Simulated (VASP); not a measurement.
# SrTiO3 (Pm-3m) in VASP: further runs, part 2 of 2

VASP 6.6.1.

### Step 4. Relaxation of cell and atoms, r2SCAN+U

This run uses another cell than the first one, of 11.91 Å³/atom, 0.990 times its volume.

Input file POSCAR:

```
SrTiO3
1.0
    3.9050000000      0.0000000000      0.0000000000
    0.0000000000      3.9050000000      0.0000000000
    0.0000000000      0.0000000000      3.9050000000
Sr Ti O
1 1 3
Direct
    0.0000000000      0.0000000000      0.0000000000
    0.5000000000      0.5000000000      0.5000000000
    0.0000000000      0.5000000000      0.5000000000
    0.5000000000      0.0000000000      0.5000000000
    0.5000000000      0.5000000000      0.0000000000
```

Input file INCAR.step1:

```
SYSTEM = SrTiO3
PREC = Accurate
ENCUT = 600
ISMEAR = 0
SIGMA = 0.02
LREAL = .False.
LASPH = .True.
NELM = 150
LMAXMIX = 4
LDAU = .True.
LDAUTYPE = 2
LDAUL = -1 2 -1
LDAUU = 0 4 0
LDAUJ = 0 0 0
GGA = PE
ALGO = Normal
EDIFF = 1E-4
LWAVE = .True.
LCHARG = .False.
```

Input file INCAR.step2:

```
SYSTEM = SrTiO3
PREC = Accurate
ENCUT = 600
EDIFF = 1E-6
ISMEAR = 0
SIGMA = 0.02
LREAL = .False.
LASPH = .True.
NELM = 150
ALGO = Normal
ISIF = 3
LWAVE = .False.
LCHARG = .False.
LMAXMIX = 4
LDAU = .True.
LDAUTYPE = 2
LDAUL = -1 2 -1
LDAUU = 0 4 0
LDAUJ = 0 0 0
LDAUPRINT = 1
METAGGA = R2SCAN
LMIXTAU = .True.
IBRION = 2
NSW = 100
EDIFFG = -0.005
ISTART = 1
```

Input file KPOINTS:

```
Automatic mesh
0
Gamma
  6 6 6
  0 0 0
```

Potentials or basis: VASP PAW PBE potentials, release 64 (Sr_sv, Ti_sv, O).

Command:

```console
$ cat potpaw_PBE.64/Sr_sv/POTCAR potpaw_PBE.64/Ti_sv/POTCAR potpaw_PBE.64/O/POTCAR > POTCAR
$ cp INCAR.step1 INCAR
$ mpirun -np 1 vasp_std > vasp.out
$ cp INCAR.step2 INCAR
$ mpirun -np 1 vasp_std > vasp.out
```

OUTCAR:

```text
SYSTEM = SrTiO3
   PREC = Accurate
   ENCUT = 600
   EDIFF = 1E-6
   ISMEAR = 0
   LREAL = .False.
   LASPH = .True.
   NELM = 150
   ISIF = 3
   METAGGA = R2SCAN
   IBRION = 2
   NSW = 100
   EDIFFG = -0.005
   ISTART = 1

 ion  position               nearest neighbor table
   1  0.000  0.000  0.000-   3 2.76   4 2.76   5 2.76   3 2.76   4 2.76   3 2.76   5 2.76   3 2.76
                             4 2.76   5 2.76   4 2.76   5 2.76   2 3.38   2 3.38   2 3.38   2 3.38
   2  0.500  0.500  0.500-   3 1.95   4 1.95   5 1.95   5 1.95   4 1.95   3 1.95   1 3.38   1 3.38
                             1 3.38   1 3.38   1 3.38   1 3.38   1 3.38   1 3.38
   3  0.000  0.500  0.500-   2 1.95   2 1.95   1 2.76   1 2.76   1 2.76   1 2.76
   4  0.500  0.000  0.500-   2 1.95   2 1.95   1 2.76   1 2.76   1 2.76   1 2.76
   5  0.500  0.500  0.000-   2 1.95   2 1.95   1 2.76   1 2.76   1 2.76   1 2.76

  LATTYP: Found a simple cubic cell.
 ALAT       =     3.9050000000

  Lattice vectors:

 A1 = (   3.9050000000,   0.0000000000,   0.0000000000)
 A2 = (   0.0000000000,   3.9050000000,   0.0000000000)
 A3 = (   0.0000000000,   0.0000000000,   3.9050000000)

Analysis of symmetry for initial positions (statically):
=====================================================================
 Subroutine PRICEL returns:
 Original cell was already a primitive cell.

 Routine SETGRP: Setting up the symmetry group for a
 simple cubic supercell.

 Subroutine GETGRP returns: Found 48 space group operations
 (whereof 48 operations were pure point group operations)
 out of a pool of 48 trial point group operations.

The static configuration has the point symmetry O_h .

Analysis of symmetry for dynamics (positions and initial velocities):
=====================================================================
 Subroutine PRICEL returns:
 Original cell was already a primitive cell.

 Routine SETGRP: Setting up the symmetry group for a
 simple cubic supercell.

 Subroutine GETGRP returns: Found 48 space group operations
 (whereof 48 operations were pure point group operations)
 out of a pool of 48 trial point group operations.

The dynamic configuration has the point symmetry O_h .

 Subroutine INISYM returns: Found 48 space group operations
 (whereof 48 operations are pure point group operations),
 and found     1 'primitive' translations

----------------------------------------------------------------------------------------

                                     Primitive cell

  volume of cell :      59.5474

  direct lattice vectors                    reciprocal lattice vectors
     3.905000000  0.000000000  0.000000000     0.256081946  0.000000000  0.000000000
     0.000000000  3.905000000  0.000000000     0.000000000  0.256081946  0.000000000
     0.000000000  0.000000000  3.905000000     0.000000000  0.000000000  0.256081946

  length of vectors
     3.905000000  3.905000000  3.905000000     0.256081946  0.256081946  0.256081946

  position of ions in fractional coordinates (direct lattice)
[... 95 lines left out ...]
   ISMEAR =     0;   SIGMA  =   0.02  broadening in eV -4-tet -1-fermi 0-gaus
   EFERMI_NEDOS =   21; number of points for ismear=-14 and -15
   IALGO  =     38    algorithm
   IMIX   =      4    mixing-type and parameters
     AMIX     =   0.40;   BMIX     =  1.00
     AMIX_MAG =   1.60;   BMIX_MAG =  1.00
  volume/ion in A,a.u.               =      11.91        80.37
  Fermi-wavevector in a.u.,A,eV,Ry     =   1.433751  2.709397 27.968714  2.055642
  Thomas-Fermi vector in A             =   2.553235
   LORBIT       =      0    0 simple, 1 ext, 2 COOP (PROOUT), +10 PAW based schemes
 LDA+U is selected, type is set to LDAUTYPE =  2
   angular momentum for each species LDAUL =    -1    2   -1
   U (eV)           for each species LDAUU =   0.0  4.0  0.0
   J (eV)           for each species LDAUJ =   0.0  0.0  0.0
   METAGGA = R2SCAN    functional components
   LHFCALC =     F    Hartree Fock is set to
   AEXX    =    0.0000 exact exchange contribution
   IVDW    =     0    specifies the selected vdW correction
   LEPSILON=     F    determine dielectric tensor
   LRPA    =     F    only Hartree local field effects (RPA)
 conjugate gradient relaxation of ions
 non-spin polarized calculation
 Gauss-broadening in eV      SIGMA  =   0.02
  energy-cutoff  :      600.00
  volume of cell :       59.55
 maximum number of plane-waves:      2008
 NGX is ok and might be reduce to    32
   NGX = 15   NGY = 15   NGZ = 15

--------------------------------------- Ionic step        1  -------------------------------------------

 number of electron      39.9999979 magnetization

 Free energy of the ion-electron system (eV)
  ---------------------------------------------------
  ext. energy  EPLUGINS =         0.00000000
  ---------------------------------------------------
  free energy    TOTEN  =       -60.69351187 eV

  energy without entropy =      -60.69351187  energy(sigma->0) =      -60.69351187

------------------------ aborting loop because EDIFF is reached ----------------------------------------

  FORCE on cell =-STRESS in cart. coord.  units (eV):
  Direction    XX          YY          ZZ          XY          YZ          ZX
  --------------------------------------------------------------------------------------
  -------------------------------------------------------------------------------------
  Total        1.8522904      1.8522904      1.8522904     -0.0000000      0.0000000     -0.0000000
  in kB       49.8375327     49.8375327     49.8375327     -0.0000000      0.0000000     -0.0000000
  external PRESSURE =      49.8375327 kB  Pullay stress =       0.0000000 kB
[... 59 lines left out ...]
  FREE ENERGIE OF THE ION-ELECTRON SYSTEM (eV)
  ---------------------------------------------------
  free  energy   TOTEN  =       -60.6916650732 eV

  energy  without entropy=      -60.6916650732  energy(sigma->0) =      -60.69166507

atom =   2  type =  2  l = 2

 onsite density matrix

spin component  1

  0.0938  0.0000 -0.0000 -0.0000 -0.0000
  0.0000  0.0938  0.0000 -0.0000  0.0000
 -0.0000  0.0000  0.2452 -0.0000 -0.0000
 -0.0000 -0.0000 -0.0000  0.0938 -0.0000
 -0.0000  0.0000 -0.0000 -0.0000  0.2452

spin component  2

  0.0938  0.0000 -0.0000 -0.0000 -0.0000
  0.0000  0.0938  0.0000 -0.0000  0.0000
 -0.0000  0.0000  0.2452 -0.0000 -0.0000
 -0.0000 -0.0000 -0.0000  0.0938 -0.0000
 -0.0000  0.0000 -0.0000 -0.0000  0.2452

 occupancies and eigenvectors

  o =  0.0938  v =  0.0000  0.9863  0.0000 -0.1650  0.0000  0.0000  0.0000  0.0000  0.0000  0.0000      0.0000  0.0000  0.0000  0.0000  0.0000  0.0000  0.0000  0.0000  0.0000  0.0000
  o =  0.0938  v =  0.0000  0.0000  0.0000  0.0000  0.0000  0.0000  0.9863  0.0000 -0.1650  0.0000      0.0000  0.0000  0.0000  0.0000  0.0000  0.0000  0.0000  0.0000  0.0000  0.0000
  o =  0.0938  v =  1.0000  0.0000  0.0000  0.0000  0.0000  0.0000  0.0000  0.0000  0.0000  0.0000      0.0000  0.0000  0.0000  0.0000  0.0000  0.0000  0.0000  0.0000  0.0000  0.0000
  o =  0.0938  v =  0.0000  0.0000  0.0000  0.0000  0.0000  1.0000  0.0000  0.0000  0.0000  0.0000      0.0000  0.0000  0.0000  0.0000  0.0000  0.0000  0.0000  0.0000  0.0000  0.0000
  o =  0.0938  v =  0.0000  0.1650 -0.0000  0.9863 -0.0000  0.0000  0.0000  0.0000  0.0000  0.0000      0.0000  0.0000  0.0000  0.0000  0.0000  0.0000  0.0000  0.0000  0.0000  0.0000
  o =  0.0938  v =  0.0000  0.0000  0.0000  0.0000  0.0000  0.0000  0.1650 -0.0000  0.9863 -0.0000      0.0000  0.0000  0.0000  0.0000  0.0000  0.0000  0.0000  0.0000  0.0000  0.0000
  o =  0.2452  v =  0.0000  0.0000  0.0000  0.0000  0.0000  0.0000  0.0000  0.0081 -0.0000 -1.0000      0.0000  0.0000  0.0000  0.0000  0.0000  0.0000  0.0000  0.0000  0.0000  0.0000
  o =  0.2452  v =  0.0000  0.0000  0.0081 -0.0000 -1.0000  0.0000  0.0000  0.0000  0.0000  0.0000      0.0000  0.0000  0.0000  0.0000  0.0000  0.0000  0.0000  0.0000  0.0000  0.0000
  o =  0.2452  v =  0.0000  0.0000  0.0000  0.0000  0.0000  0.0000 -0.0000  1.0000  0.0000  0.0081      0.0000  0.0000  0.0000  0.0000  0.0000  0.0000  0.0000  0.0000  0.0000  0.0000
  o =  0.2452  v =  0.0000 -0.0000  1.0000  0.0000  0.0081  0.0000  0.0000  0.0000  0.0000  0.0000      0.0000  0.0000  0.0000  0.0000  0.0000  0.0000  0.0000  0.0000  0.0000  0.0000

--------------------------------------- Ionic step        3  -------------------------------------------

 number of electron      39.9999974 magnetization

 Free energy of the ion-electron system (eV)
  ---------------------------------------------------
  ext. energy  EPLUGINS =         0.00000000
  ---------------------------------------------------
  free energy    TOTEN  =       -60.71728376 eV

  energy without entropy =      -60.71728376  energy(sigma->0) =      -60.71728376

 E-fermi :   3.8921     XC(G=0): -11.7913

 val. band max:        3.7682412356   @ k =   0.5000   0.5000   0.5000
 cond. band min:       6.5645286451   @ k =   0.0000   0.0000   0.0000
 fundamental gap:      2.7962874095
 Fermi energy:         3.8920764191

 k-point     1 :       0.0000    0.0000    0.0000
  band No.  band energies     occupation
      1     -56.0400      2.00000
      2     -31.1685      2.00000
      3     -31.1685      2.00000
      4     -31.1685      2.00000
      5     -30.1803      2.00000
      6     -14.6158      2.00000
[... 561 lines left out ...]
  FREE ENERGIE OF THE ION-ELECTRON SYSTEM (eV)
  ---------------------------------------------------
  free  energy   TOTEN  =       -60.7172837648 eV

  energy  without entropy=      -60.7172837648  energy(sigma->0) =      -60.71728376

 reached required accuracy - stopping structural energy minimisation
```

Run time: 4.1 min. Hardware: 1 thread of Oxide Virtual Turin-like, shared host; peak memory 0.19 GiB.

What came out:

```yaml
Free_energy: -60.7173 eV
Relaxed_volume: 12.22 Å³/atom
Relaxed_cell: a = 3.939 Å, b = 3.939 Å, c = 3.939 Å, α = 90.00°, β = 90.00°, γ = 90.00°
Space_group_after_relaxing_to_0.05_Å: Pm-3m (No. 221)
Energy_gained_by_relaxing: 4.8 meV/atom
Ionic_steps: 3
Pressure_after_relaxing: 0.0 GPa
Band_gap_on_the_k_mesh: 2.80 eV, indirect (least direct gap 3.25 eV)
```

Step by step:
```
step  energy change (eV)  largest force (eV/Å)  pressure (GPa)  volume (Å³)
   1              0.0000                0.0000            4.98        59.55
   2              0.0018                0.0000           -4.74        62.80
   3             -0.0238                0.0000            0.00        61.11
```

Final structure:
```
CELL_PARAMETERS angstrom
3.93896 0.00000 0.00000
0.00000 3.93896 0.00000
0.00000 0.00000 3.93896
ATOMIC_POSITIONS crystal
Sr 0.00000 0.00000 0.00000
Ti 0.50000 0.50000 0.50000
O 0.00000 0.50000 0.50000
O 0.50000 0.00000 0.50000
O 0.50000 0.50000 0.00000
```

Levels at points of the mesh, in eV from the valence-band top:
```tsv
k point	band 18	band 19	band 20	band 21	band 22	band 23
(0.00, 0.00, 0.00)	-0.45	-0.45	-0.45	2.80	2.80	2.80
(0.50, 0.00, 0.00)	-1.94	-0.84	-0.84	2.98	4.49	4.57
(0.50, 0.50, 0.00)	-1.60	-1.60	-0.09	4.59	4.59	5.08
(0.50, 0.50, 0.50)	0.00	0.00	0.00	5.27	5.27	5.27
```

Eigenvalues of the final occupation matrices:
```csv
site,spin,trace,eigenvalues
site 2 d,1,0.77,0.09 0.09 0.09 0.25 0.25
site 2 d,2,0.77,0.09 0.09 0.09 0.25 0.25
```

Caveat: the PAW data sets were made with another functional, which shifts forces and pressure a little.

### Step 5. Summary

```tsv
task	cell	cutoff (eV)	smearing	gap on the mesh (eV)	pressure (GPa)
single point	a = 3.918 Å, 5 atoms	520	gaussian 0.02 eV	2.84	3.1
single point	a = 3.918 Å, 5 atoms	520	gaussian 0.05 eV	2.84	3.1
relaxation of cell and atoms	relaxed from a = 3.905 Å, 5 atoms	600	gaussian 0.02 eV	2.80	0.0
```

Alike in all rows: level r2SCAN+U; potentials or basis VASP PAW PBE potentials, release 64 (Sr_sv, Ti_sv, O); no spin polarisation; Ti d U = 4.0 eV; k mesh 6 × 6 × 6.

Caveats: the PAW data sets were made with another functional, which shifts forces and pressure a little.

Total energies depend on the potentials used, so only differences within one code and one set of settings carry meaning.
